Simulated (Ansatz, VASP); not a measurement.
K: VASP beside Ansatz

```
K
1.0
    -2.62910    2.66761    2.60007
     2.71869   -2.74448    2.76653
     2.66008    2.77546   -2.67695
K
1
Direct
  0.99632 0.99168 0.00721
```

Change from the starting cell: cell strained at random at fixed volume.

Alike in both runs: task single point; functional PBEsol; k mesh 7 × 7 × 7; occupations fermi-dirac, width 0.05 eV; no spin polarisation.

|  | VASP | Ansatz |
| --- | --- | --- |
| version | VASP 6.6.1 | Ansatz 0.2.0 |
| potentials or method | VASP PAW PBE potentials, release 64 (K_sv), cutoff 520 eV | all-electron LAPW, scalar-relativistic |

|  | VASP | Ansatz | Ansatz less VASP |
| --- | --- | --- | --- |
| gap on the k mesh at the Fermi level (eV) | none | none | - |
| pressure (GPa) | -0.3 | -0.3 | +0.01 |
| traceless stress, the component that is largest in VASP (GPa) | -0.09 | -0.09 | 0.000 |

VASP's potentials were made for PBE, not for PBEsol. A gap of «none» marks a metal or a gap that the smearing closes. Ansatz ran all-electron here, and VASP with PAW potentials.
